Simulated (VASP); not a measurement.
A run of VASP 6.6.1 is set up as follows.

INCAR

```
PREC = Accurate ; ENCUT = 600
EDIFF = 1E-7 ; ISMEAR = 0
SIGMA = 0.02 ; LREAL = False
LASPH = True ; NELM = 80
ALGO = Normal ; ISIF = 3
LWAVE = False ; LCHARG = False
GGA = PE ; IBRION = 2
NSW = 100 ; EDIFFG = -0.005
```

Contents of KPOINTS:

```
Automatic mesh
0
Gamma
  12 12 2
```

File POSCAR:

```
MoS2
1.0
    3.1855822578      0.0000000000      0.0000000000
   -1.5927911289      2.7587951611      0.0000000000
    0.0000000000      0.0000000000     14.5104515858
Mo S
2 4
Direct
    0.3333333333      0.6666666667      0.2500000000
    0.6666666667      0.3333333333      0.7500000000
    0.3333333333      0.6666666667      0.6423151295
    0.6666666667      0.3333333333      0.1423151295
    0.3333333333      0.6666666667      0.8576848705
    0.6666666667      0.3333333333      0.3576848705
```

Potentials or basis: VASP PAW PBE potentials, release 64 (Mo_sv, S).

Command:

```bash
$ cat potpaw_PBE.64/Mo_sv/POTCAR potpaw_PBE.64/S/POTCAR > POTCAR
$ mpirun -np 1 vasp_std > vasp.out
```

Problem. Estimate the relaxed volume.

Solution. 21.24 Å³/atom.

Problem. Estimate the band gap on the k mesh.

Solution. 1.42 eV, indirect (least direct gap 1.67 eV).

Problem. Predict the space group after relaxing (to 0.05 Å).

Solution. P6_3/mmc (No. 194).

Problem. What does it give for the relaxed cell?

Solution. a = 3.185 Å, b = 3.185 Å, c = 14.506 Å, α = 90.00°, β = 90.00°, γ = 120.00°.

Forces in eV/Å, atoms in the order of the input:
```
Mo   0.000  0.000  0.000
Mo   0.000  0.000  0.000
S    0.000  0.000 -0.004
S    0.000  0.000 -0.004
S    0.000  0.000  0.004
S    0.000  0.000  0.004
```

Caveat: this functional lacks dispersion, which binds the layers, so the pressure and a relaxed spacing across them are unreliable. PBE gaps usually lie below the measured ones, often by a third to a half.
